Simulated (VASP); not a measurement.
InSb, 2 atoms in the cell. It takes space group I-4m2 (No. 119, tetragonal). Conventional cell: a = 4.627 Å, b = 4.627 Å, c = 6.478 Å, α = 90.00°, β = 90.00°, γ = 90.00°. In (site symmetry -4m2) has 4 Sb at 2.82 Å within 3.7 Å. Within 3.7 Å of Sb (site symmetry -4m2) lie 4 In at 2.82 Å.  This cell differs from its parent crystal: equal xx and yy strain of +1 %.

```yaml
Program: VASP 6.6.1
Task: electric field gradients
Functional: LDA
Potentials_or_basis: VASP PAW LDA potentials, release 64 (In_d, Sb)
Cutoff: 520 eV
k_mesh: 10 × 10 × 10
Occupations: fermi-dirac, width 0.03 eV
Spin: no spin polarisation
Dipole_correction: no
Further_INCAR_settings: ALGO = Normal; EDIFF = 1e-08; NBANDS = 16
```

Potentials or basis: VASP PAW LDA potentials, release 64 (In_d, Sb).

Command:

```sh
$ cat potpaw_LDA.64/In_d/POTCAR potpaw_LDA.64/Sb/POTCAR > POTCAR
$ mpirun -np 1 vasp_std > vasp.out
```

Hardware: 1 thread of Intel Xeon 8259CL, on a shared host.

Estimate the wall time of this run.

It took 2.4 min on 1 thread of Intel Xeon 8259CL, with other jobs on the host, peak memory 0.26 GiB. Counts: scf iterations 14, k points 102.
